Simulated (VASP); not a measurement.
# MgGeSb2 (P-4m2) in VASP: further runs

MgGeSb2 is run at these levels: PBEsol, LDA; tasks: relaxation of cell and atoms.

Program: VASP 6.6.1. These are calculated values, not measurements. Logs are shortened: lines on timing, memory, paths and dates and some standing lists are left out, and cuts for length are marked.

## (1) The cell of the first run

The structure is tetragonal, space group P-4m2 (No. 115). Conventional cell: a = 4.466 Å, b = 4.466 Å, c = 6.511 Å, α = 90.00°, β = 90.00°, γ = 90.00°. Mg (site symmetry -4m2) has 4 Sb at 2.80 Å within 3.7 Å. Sb (site symmetry 2mm) has 2 Ge at 2.73 Å and 2 Mg at 2.80 Å within 3.6 Å. Ge (site symmetry -4m2) has 4 Sb at 2.73 Å within 3.6 Å.

## (2) Relaxation of cell and atoms, PBEsol

INCAR

```
PREC = Accurate
ENCUT = 600
EDIFF = 1E-6
ISMEAR = -1
SIGMA = 0.02
LREAL = F
LASPH = T
NELM = 80
ALGO = Normal
ISIF = 3
LWAVE = F
LCHARG = F
GGA = PS
IBRION = 2
NSW = 80
EDIFFG = -0.005
```

KPOINTS

```
Automatic mesh
0
Gamma
  6 6 4
```

POSCAR

```
MgGeSb2
1.0
    4.4660198782      0.0000000000      0.0000000000
    0.0000000000      4.4660198782      0.0000000000
    0.0000000000      0.0000000000      6.5110127458
Mg Sb Ge
1 2 1
Direct
    0.0000000000      0.0000000000      0.0000000000
    0.0000000000      0.5000000000      0.2589925185
    0.5000000000      0.0000000000      0.7410074815
    0.5000000000      0.5000000000      0.5000000000
```

Potentials or basis: VASP PAW PBE potentials, release 64 (Mg, Sb, Ge_d).

Command:

```
> cat potpaw_PBE.64/Mg/POTCAR potpaw_PBE.64/Sb/POTCAR potpaw_PBE.64/Ge_d/POTCAR > POTCAR
> mpirun -np 1 vasp_std > vasp.out
```

OUTCAR:

```text
PREC = Accurate
   ENCUT = 600
   EDIFF = 1E-6
   ISMEAR = -1
   LREAL = F
   LASPH = T
   NELM = 80
   ISIF = 3
   GGA = PS
   IBRION = 2
   NSW = 80
   EDIFFG = -0.005

 ion  position               nearest neighbor table
   1  0.000  0.000  0.000-   2 2.80   3 2.80   2 2.80   3 2.80
   2  0.000  0.500  0.259-   4 2.73   4 2.73   1 2.80   1 2.80
   3  0.500  0.000  0.741-   4 2.73   4 2.73   1 2.80   1 2.80
   4  0.500  0.500  0.500-   2 2.73   3 2.73   3 2.73   2 2.73

  LATTYP: Found a simple tetragonal cell.
 ALAT       =     4.4660198782
 C/A-ratio  =     1.4579005296

  Lattice vectors:

 A1 = (   4.4660198782,   0.0000000000,   0.0000000000)
 A2 = (   0.0000000000,   4.4660198782,   0.0000000000)
 A3 = (   0.0000000000,   0.0000000000,   6.5110127458)

Analysis of symmetry for initial positions (statically):
=====================================================================
 Subroutine PRICEL returns:
 Original cell was already a primitive cell.

 Routine SETGRP: Setting up the symmetry group for a
 simple tetragonal supercell.

 Subroutine GETGRP returns: Found  8 space group operations
 (whereof  8 operations were pure point group operations)
 out of a pool of 16 trial point group operations.

The static configuration has the point symmetry D_2d.

Analysis of symmetry for dynamics (positions and initial velocities):
=====================================================================
 Subroutine PRICEL returns:
 Original cell was already a primitive cell.

 Routine SETGRP: Setting up the symmetry group for a
 simple tetragonal supercell.

 Subroutine GETGRP returns: Found  8 space group operations
 (whereof  8 operations were pure point group operations)
 out of a pool of 16 trial point group operations.

The dynamic configuration has the point symmetry D_2d.

 Subroutine INISYM returns: Found  8 space group operations
 (whereof  8 operations are pure point group operations),
 and found     1 'primitive' translations

----------------------------------------------------------------------------------------

                                     Primitive cell

  volume of cell :     129.8643

  direct lattice vectors                    reciprocal lattice vectors
     4.466019878  0.000000000  0.000000000     0.223913020  0.000000000  0.000000000
     0.000000000  4.466019878  0.000000000     0.000000000  0.223913020  0.000000000
     0.000000000  0.000000000  6.511012746     0.000000000  0.000000000  0.153585938

  length of vectors
     4.466019878  4.466019878  6.511012746     0.223913020  0.223913020  0.153585938

  position of ions in fractional coordinates (direct lattice)
     0.000000000  0.000000000  0.000000000
     0.000000000  0.500000000  0.258992519
     0.500000000  0.000000000  0.741007481
     0.500000000  0.500000000  0.500000000

  ion indices of the primitive-cell ions
   primitive index   ion index
                 1           1
                 2           2
                 3           3
                 4           4

----------------------------------------------------------------------------------------

 KPOINTS: Automatic mesh

Automatic generation of k-mesh.
 Grid dimensions read from file:
 generate k-points for:    6    6    4

 Generating k-lattice:

  Cartesian coordinates                     Fractional coordinates (reciprocal lattice)
     0.037318837  0.000000000  0.000000000     0.166666667  0.000000000  0.000000000
     0.000000000  0.037318837  0.000000000     0.000000000  0.166666667  0.000000000
     0.000000000  0.000000000  0.038396485     0.000000000  0.000000000  0.250000000

  Length of vectors
     0.037318837  0.037318837  0.038396485

  Shift w.r.t. Gamma in fractional coordinates (k-lattice)
     0.000000000  0.000000000  0.000000000

 Subroutine IBZKPT returns following result:
 ===========================================

 Found     30 irreducible k-points:

 Following reciprocal coordinates:
            Coordinates               Weight
  0.000000  0.000000  0.000000      1.000000
  0.166667  0.000000  0.000000      4.000000
  0.333333  0.000000  0.000000      4.000000
  0.500000  0.000000  0.000000      2.000000
  0.166667  0.166667  0.000000      4.000000
  0.333333  0.166667  0.000000      8.000000
[... 16 lines left out ...]
  0.333333  0.000000  0.500000      4.000000
  0.500000  0.000000  0.500000      2.000000
 [... further k-points ...]
   k-points           NKPTS =     30   k-points in BZ     NKDIM =     30   number of bands    NBANDS=     17
   number of dos      NEDOS =    301   number of ions     NIONS =      4
   total plane-waves  NPLWV =  69984
   dimension x,y,z NGX =    36 NGY =   36 NGZ =   54
   dimension x,y,z NGXF=    72 NGYF=   72 NGZF=  108
   ions per type =               1   2   1
   NGX,Y,Z   is equivalent  to a cutoff of  13.40, 13.40, 13.79 a.u.
   NGXF,Y,Z  is equivalent  to a cutoff of  26.80, 26.80, 27.58 a.u.
 SYSTEM =  unknown system
   PREC   = accura    normal or accurate (medium, high low for compatibility)
   ISTART =      0    job   : 0-new  1-cont  2-samecut
   ICHARG =      2    charge: 1-file 2-atom 10-const
   ISPIN  =      1    spin polarized calculation?
   LNONCOLLINEAR =      F non collinear calculations
   LSORBIT =      F    spin-orbit coupling
   LASPH  =      T    aspherical Exc in radial PAW
   ENCUT  =  600.0 eV  44.10 Ry    6.64 a.u.   8.92  8.92 13.00*2*pi/ulx,y,z
   NELM   =     80;   NELMIN=  2; NELMDL= -5     # of ELM steps
   EDIFF  = 0.1E-05   stopping-criterion for ELM
   LREAL  =      F    real-space projection
   EDIFFG = -.5E-02   stopping-criterion for IOM
   NSW    =     80    number of steps for IOM
   IBRION =      2    ionic relax: 0-MD 1-quasi-New 2-CG
   NFREE  =      1    steps in history (QN), initial steepest desc. (CG)
   ISIF   =      3    stress and relaxation
   ISYM   =      2    0-nonsym 1-usesym 2-fastsym
   POTIM  = 0.5000    time-step for ionic-motion
   TEBEG  =    0.0;   TEEND  =   0.0 temperature during run
   PSTRESS=    0.0 pullay stress
   NELECT =      26.0000    total number of electrons
   NUPDOWN=      -1.0000    fix difference up-down
   EMIN   =  10.00;   EMAX   =-10.00  energy-range for DOS
   EFERMI =   0.00;   METHOD = LEGACY
   ISMEAR =    -1;   SIGMA  =   0.02  broadening in eV -4-tet -1-fermi 0-gaus
   EFERMI_NEDOS =   21; number of points for ismear=-14 and -15
   IALGO  =     38    algorithm
   IMIX   =      4    mixing-type and parameters
     AMIX     =   0.40;   BMIX     =  1.00
     AMIX_MAG =   1.60;   BMIX_MAG =  1.00
  volume/ion in A,a.u.               =      32.47       219.09
  Fermi-wavevector in a.u.,A,eV,Ry     =   0.957714  1.809818 12.479492  0.917217
  Thomas-Fermi vector in A             =   2.086757
   LORBIT       =      0    0 simple, 1 ext, 2 COOP (PROOUT), +10 PAW based schemes
   GGA     = PS    functional components
   LHFCALC =     F    Hartree Fock is set to
   AEXX    =    0.0000 exact exchange contribution
   IVDW    =     0    specifies the selected vdW correction
   LEPSILON=     F    determine dielectric tensor
   LRPA    =     F    only Hartree local field effects (RPA)
 conjugate gradient relaxation of ions
 non-spin polarized calculation
  energy-cutoff  :      600.00
  volume of cell :      129.86
 maximum number of plane-waves:      4384
 NGX is ok and might be reduce to    36
   NGX = 17   NGY = 17   NGZ = 27

--------------------------------------- Ionic step        1  -------------------------------------------

 number of electron      25.9999997 magnetization

 Free energy of the ion-electron system (eV)
  ---------------------------------------------------
  ext. energy  EPLUGINS =         0.00000000
  ---------------------------------------------------
  free energy    TOTEN  =       -15.65454932 eV

  energy without entropy =      -15.65245054  energy(sigma->0) =      -15.65349993

------------------------ aborting loop because EDIFF is reached ----------------------------------------

  FORCE on cell =-STRESS in cart. coord.  units (eV):
  Direction    XX          YY          ZZ          XY          YZ          ZX
  --------------------------------------------------------------------------------------
  -------------------------------------------------------------------------------------
  Total       -1.2600450     -1.2600450     -1.2252916      0.0000000      0.0000000     -0.0000000
  in kB      -15.5455750    -15.5455750    -15.1168108      0.0000000      0.0000000     -0.0000000
  external PRESSURE =     -15.4026536 kB  Pullay stress =       0.0000000 kB
[... 289 lines left out ...]
  energy  without entropy=      -15.6783502533  energy(sigma->0) =      -15.67934762

--------------------------------------- Ionic step        9  -------------------------------------------

 number of electron      26.0000015 magnetization

 Free energy of the ion-electron system (eV)
  ---------------------------------------------------
  ext. energy  EPLUGINS =         0.00000000
  ---------------------------------------------------
  free energy    TOTEN  =       -15.68036714 eV

  energy without entropy =      -15.67836281  energy(sigma->0) =      -15.67936497

 E-fermi :   3.8778     XC(G=0):  -8.6494

 val. band max:        3.7460444671   @ k =   0.3333   0.0000   0.0000
 cond. band min:       3.8849175988   @ k =   0.1667   0.0000   0.0000
 fundamental gap:      0.1388731317
 Fermi energy:         3.8778424353

 k-point     1 :       0.0000    0.0000    0.0000
  band No.  band energies     occupation
      1     -21.0923      2.00000
      2     -21.0923      2.00000
      3     -21.0908      2.00000
      4     -21.0830      2.00000
      5     -21.0709      2.00000
      6      -7.6024      2.00000
[... 9 lines left out ...]
     16       6.5569      0.00000
     17       6.6763      0.00000
[... 443 lines left out ...]
      1     -21.0944      2.00000
      2     -21.0922      2.00000
      3     -21.0883      2.00000
      4     -21.0823      2.00000
      5     -21.0715      2.00000
      6      -6.6500      2.00000
[... 9 lines left out ...]
     16       6.7193      0.00000
     17       6.7489      0.00000

 [... further k-points ...]

------------------------ aborting loop because EDIFF is reached ----------------------------------------

  FORCE on cell =-STRESS in cart. coord.  units (eV):
  Direction    XX          YY          ZZ          XY          YZ          ZX
  --------------------------------------------------------------------------------------
  -------------------------------------------------------------------------------------
  Total        0.0074311      0.0074311      0.0084018      0.0000000      0.0000000     -0.0000000
  in kB        0.0952897      0.0952897      0.1077379      0.0000000      0.0000000     -0.0000000
  external PRESSURE =       0.0994391 kB  Pullay stress =       0.0000000 kB
[... 19 lines left out ...]
  FREE ENERGIE OF THE ION-ELECTRON SYSTEM (eV)
  ---------------------------------------------------
  free  energy   TOTEN  =       -15.6803671377 eV

  energy  without entropy=      -15.6783628108  energy(sigma->0) =      -15.67936497

 reached required accuracy - stopping structural energy minimisation
```

Wall time 11 min (1 thread of Oxide Virtual Turin-like, shared host); peak memory 0.29 GiB.

What came out:

```yaml
Free_energy: -15.6804 eV
Relaxed_volume: 31.24 Å³/atom
Relaxed_cell: a = 4.394 Å, b = 4.394 Å, c = 6.471 Å, α = 90.00°, β = 90.00°, γ = 90.00°
Space_group_after_relaxing_to_0.1_Å: P-4m2 (No. 115)
Energy_gained_by_relaxing: 6.5 meV/atom
Ionic_steps: 9
Pressure_after_relaxing: 0.0 GPa
Band_gap_on_the_k_mesh: zero (bands 13 and 14 overlap by 0.25 eV)
```

The path:
```csv
step,energy change (eV),largest force (eV/Å),pressure (GPa),volume (Å³)
1,0.0000,0.1101,-1.54,129.86
2,-0.0243,0.0105,0.33,124.09
3,-0.0251,0.0268,0.07,124.94
4,-0.0250,0.0301,-0.05,125.12
5,-0.0253,0.0246,-0.05,125.12
6,-0.0258,0.0080,-0.08,125.10
7,-0.0258,0.0028,-0.05,125.10
8,-0.0258,0.0033,0.03,124.79
9,-0.0258,0.0003,0.01,124.94
```

Final structure:
```yaml
crystal:
  lattice:
    - [4.39421, 0.00000, 0.00000]
    - [0.00000, 4.39421, 0.00000]
    - [0.00000, 0.00000, 6.47073]
  atoms:
    - { symbol: Mg, position: [0.00000, 0.00000, 0.00000] }
    - { symbol: Sb, position: [0.00000, 0.50000, 0.26065] }
    - { symbol: Sb, position: [0.50000, 0.00000, 0.73935] }
    - { symbol: Ge, position: [0.50000, 0.50000, 0.50000] }
```

Caveat: semilocal functionals underestimate gaps, and a narrow one can read as zero; the PAW data sets were made with another functional, which shifts forces and pressure a little; spin-orbit coupling is left out, which moves the levels of the heavy elements.

## (3) Relaxation of cell and atoms, LDA

INCAR

```
ALGO = Normal
EDIFF = 1E-6
EDIFFG = -0.005
ENCUT = 600
IBRION = 2
ISIF = 3
ISMEAR = -1
LASPH = T
LCHARG = F
LREAL = F
LWAVE = F
NELM = 60
NSW = 80
PREC = Accurate
SIGMA = 0.02
```

KPOINTS

```
k-points
0
Gamma
  6 6 4
```

POSCAR is that of step 2.

Potentials or basis: VASP PAW LDA potentials, release 64 (Mg, Sb, Ge_d).

Command:

```
> cat potpaw_LDA.64/Mg/POTCAR potpaw_LDA.64/Sb/POTCAR potpaw_LDA.64/Ge_d/POTCAR > POTCAR
> mpirun -np 1 vasp_std > vasp.out
```

OUTCAR:

```text
EDIFF = 1E-6
   EDIFFG = -0.005
   ENCUT = 600
   IBRION = 2
   ISIF = 3
   ISMEAR = -1
   LASPH = T
   LREAL = F
   NELM = 60
   NSW = 80
   PREC = Accurate

 ion  position               nearest neighbor table
   1  0.000  0.000  0.000-   2 2.80   3 2.80   2 2.80   3 2.80
   2  0.000  0.500  0.259-   4 2.73   4 2.73   1 2.80   1 2.80
   3  0.500  0.000  0.741-   4 2.73   4 2.73   1 2.80   1 2.80
   4  0.500  0.500  0.500-   2 2.73   3 2.73   3 2.73   2 2.73

  LATTYP: Found a simple tetragonal cell.
 ALAT       =     4.4660198782
 C/A-ratio  =     1.4579005296

  Lattice vectors:

 A1 = (   4.4660198782,   0.0000000000,   0.0000000000)
 A2 = (   0.0000000000,   4.4660198782,   0.0000000000)
 A3 = (   0.0000000000,   0.0000000000,   6.5110127458)

Analysis of symmetry for initial positions (statically):
=====================================================================
 Subroutine PRICEL returns:
 Original cell was already a primitive cell.

 Routine SETGRP: Setting up the symmetry group for a
 simple tetragonal supercell.

 Subroutine GETGRP returns: Found  8 space group operations
 (whereof  8 operations were pure point group operations)
 out of a pool of 16 trial point group operations.

The static configuration has the point symmetry D_2d.

[... 277 lines left out ...]
[... ionic steps 4 to 7 ...]

--------------------------------------- Ionic step        8  -------------------------------------------

 number of electron      26.0000005 magnetization

------------------------ aborting loop because EDIFF is reached ----------------------------------------
[... 71 lines left out ...]
--------------------------------------- Ionic step       10  -------------------------------------------

 number of electron      26.0000004 magnetization

 Free energy of the ion-electron system (eV)
  ---------------------------------------------------
  ext. energy  EPLUGINS =         0.00000000
  ---------------------------------------------------
  free energy    TOTEN  =       -16.60121835 eV

  energy without entropy =      -16.59942629  energy(sigma->0) =      -16.60032232

 E-fermi :   4.0865     XC(G=0):  -8.8902

 val. band max:        3.9356340741   @ k =   0.3333   0.0000   0.0000
 cond. band min:       4.0869733190   @ k =   0.1667   0.0000   0.0000
 fundamental gap:      0.1513392449
 Fermi energy:         4.0864976271

 k-point     1 :       0.0000    0.0000    0.0000
  band No.  band energies     occupation
      1     -21.0810      2.00000
      2     -21.0810      2.00000
      3     -21.0796      2.00000
      4     -21.0705      2.00000
      5     -21.0579      2.00000
      6      -7.5826      2.00000
[... 457 lines left out ...]
      4     -21.0698      2.00000
      5     -21.0585      2.00000
      6      -6.5945      2.00000
[... 9 lines left out ...]
     16       6.9541      0.00000
     17       6.9564      0.00000

 [... further k-points ...]

------------------------ aborting loop because EDIFF is reached ----------------------------------------

  FORCE on cell =-STRESS in cart. coord.  units (eV):
  Direction    XX          YY          ZZ          XY          YZ          ZX
  --------------------------------------------------------------------------------------
  -------------------------------------------------------------------------------------
  Total       -0.0076203     -0.0076203      0.0047005      0.0000000      0.0000000      0.0000000
  in kB       -0.1008623     -0.1008623      0.0622163      0.0000000      0.0000000      0.0000000
  external PRESSURE =      -0.0465028 kB  Pullay stress =       0.0000000 kB
[... 19 lines left out ...]
  FREE ENERGIE OF THE ION-ELECTRON SYSTEM (eV)
  ---------------------------------------------------
  free  energy   TOTEN  =       -16.6012183514 eV

  energy  without entropy=      -16.5994262942  energy(sigma->0) =      -16.60032232

 reached required accuracy - stopping structural energy minimisation
```

Run time: 11 min. Hardware: 1 thread of Oxide Virtual Turin-like, shared host; peak memory 0.25 GiB.

Results:

| Property | Result |
| --- | --- |
| Free energy | -16.6012 eV |
| Relaxed volume | 30.26 Å³/atom |
| Relaxed cell | a = 4.356 Å, b = 4.356 Å, c = 6.381 Å, α = 90.00°, β = 90.00°, γ = 90.00° |
| Space group after relaxing (to 0.1 Å) | P-4m2 (No. 115) |
| Energy gained by relaxing | 20.4 meV/atom |
| Ionic steps | 10 |
| Pressure after relaxing | 0.0 GPa |
| Band gap on the k mesh | zero (bands 13 and 14 overlap by 0.28 eV) |

Forces in eV/Å, atoms in the order of the input:
```
Mg   0.000  0.000  0.000
Sb   0.000  0.000 -0.003
Sb   0.000  0.000  0.003
Ge   0.000  0.000  0.000
```

Step by step:
| step | energy change (eV) | largest force (eV/Å) | pressure (GPa) | volume (Å³) |
| --- | --- | --- | --- | --- |
| 1 | 0.0000 | 0.0999 | -2.78 | 129.86 |
| 2 | -0.0783 | 0.0548 | 0.59 | 119.56 |
| 3 | -0.0811 | 0.0281 | -0.01 | 121.08 |
| 4 | -0.0811 | 0.0311 | 0.05 | 120.91 |
| 5 | -0.0813 | 0.0132 | 0.06 | 120.87 |
| 6 | -0.0814 | 0.0092 | 0.06 | 120.83 |
| 7 | -0.0814 | 0.0103 | -0.02 | 121.08 |
| 8 | -0.0814 | 0.0102 | -0.01 | 121.06 |
| 9 | -0.0814 | 0.0050 | -0.01 | 121.06 |
| 10 | -0.0815 | 0.0026 | 0.00 | 121.05 |

Final structure:
```
Mg Sb Ge
1.0
     4.35555    0.00000    0.00000
     0.00000    4.35555    0.00000
     0.00000    0.00000    6.38068
Mg Sb Ge
1 2 1
Direct
  0.00000 0.00000 0.00000
  0.00000 0.50000 0.25946
  0.50000 0.00000 0.74054
  0.50000 0.50000 0.50000
```

Caveat: semilocal functionals underestimate gaps, and a narrow one can read as zero; spin-orbit coupling is left out, which moves the levels of the heavy elements.

The gap in the log of VASP goes by the Fermi energy; the results here count the filled bands.